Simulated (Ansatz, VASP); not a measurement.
## Ga2C: VASP beside Ansatz

```xyz
3
Lattice="-1.4190 1.4190 5.0705 1.4190 -1.4190 5.0705 1.4190 1.4190 -5.0705" Properties=species:S:1:pos:R:3 pbc="T T T"
Ga    0.0000    0.0000    6.4220
Ga    0.0000    0.0000    3.7190
C     0.0000    0.0000    0.0000
```

Alike in both runs: functional PBE; k mesh 22 × 22 × 22; occupations gaussian, width 0.1 eV; no spin polarisation.

Ansatz relaxed the structure, and its values are those at the end. VASP's run is a single point on that final structure, the one shown.

```csv
,VASP,Ansatz
version,VASP 6.6.1,Ansatz 0.2.0
potentials or method,"VASP PAW PBE potentials, release 64 (Ga_d, C), cutoff 520 eV","scalar-relativistic, plane waves, PAW"
valence electrons in the cell,30,30
```

Ansatz gave:

- gap on the k mesh at the Fermi level (eV): none
- pressure (GPa): 0.0
- rms of the force components (eV/Å): 0.001

Question: Which values does VASP return?

Answer: gap on the k mesh at the Fermi level (eV): none; pressure (GPa): 0.3; rms of the force components (eV/Å): 0.010.

A gap of «none» marks a metal or a gap that the smearing closes. With one functional, cell and mesh, what is left measures potentials, basis and numerics.
